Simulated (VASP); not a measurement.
Crystal: Yb.

```
Yb
1.0
     0.00000    2.45695    2.45695
     2.45695    0.00000    2.45695
     2.45695    2.45695    0.00000
Yb
1
Direct
  0.00000 0.00000 0.00000
```

Base run:

| Property | Result |
| --- | --- |
| Program | VASP 6.6.1 |
| Functional | LDA |
| Potentials or basis | VASP PAW PBE potentials, release 64 (Yb) |
| Cutoff | 520 eV |
| k mesh | 11 × 11 × 11 |
| Occupations | methfessel-paxton, width 0.2 eV |
| Spin | no spin polarisation |

Its results: band gap on the k mesh zero (bands 12 and 13 overlap by 0.14 eV); pressure -0.6 GPa.

Q: The run is repeated on the same cell with these changes: occupations from methfessel-paxton, width 0.2 eV to methfessel-paxton, width 0.6 eV. What comes out?

A: Band gap on the k mesh zero (bands 12 and 13 overlap by 0.11 eV); pressure -2.2 GPa.

Caveats: the PAW data sets were made with another functional, which shifts forces and pressure a little; spin-orbit coupling is left out, which moves the levels of the heavy elements; so wide a smearing shifts energies and pressures (at least some runs).
